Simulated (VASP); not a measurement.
A run of VASP 6.6.1:

Contents of INCAR:

```
SYSTEM = Ti3IO7
ALGO = Normal
EDIFF = 1E-7
ENCUT = 520
GGA = PS
ISIF = 2
ISMEAR = -1
ISPIN = 2
LASPH = .TRUE.
LCHARG = .TRUE.
LELF = .TRUE.
LMAXMIX = 4
LORBIT = 11
LREAL = .FALSE.
LVHAR = .TRUE.
LWAVE = .FALSE.
MAGMOM = 0 0.375 0.375 0.375 0.375 0.375 0.375 0 0.375 0 0.375
NBANDS = 58
NELM = 150
PREC = Accurate
SIGMA = 0.05
```

The input KPOINTS:

```
Automatic mesh
0
Gamma
  2 2 2
  0.5 0.5 0.5
```

The input POSCAR:

```
Ti3IO7
1.0
    4.5914140000      0.0000000000      0.0000000000
    0.0000000000      4.5914140000      0.0000000000
    0.0000000000      0.0000000000      5.8777420000
Ti O I
3 7 1
Direct
    0.0122210000      0.0139490000      0.0131400000
    0.9899020000      0.0124030000      0.5136250000
    0.5428680000      0.4798370000      0.7407040000
    0.3188500000      0.3045030000      0.0000800000
    0.6905920000      0.6758760000      0.9763070000
    0.6763280000      0.6941330000      0.4976140000
    0.2074530000      0.8236710000      0.2319400000
    0.2242400000      0.7932220000      0.7498170000
    0.7990260000      0.2167530000      0.2614810000
    0.8193660000      0.2005220000      0.7411120000
    0.3083980000      0.3063360000      0.4939450000
```

Potentials or basis: VASP PAW PBE potentials, release 64 (Ti_sv, O, I).

Command:

```console
$ cat potpaw_PBE.64/Ti_sv/POTCAR potpaw_PBE.64/O/POTCAR potpaw_PBE.64/I/POTCAR > POTCAR
$ mpirun -np 1 vasp_std > vasp.out
```

Hardware: 1 thread of Intel(R) Xeon(R) Platinum 8488C (Sapphire Rapids), on a shared host.

Q: How long does it take, and how much memory?

A: It took 2.8 min on 1 thread of Intel(R) Xeon(R) Platinum 8488C (Sapphire Rapids) (shared host), peak memory 0.3 GiB. Counts: scf iterations 26, k points 4.
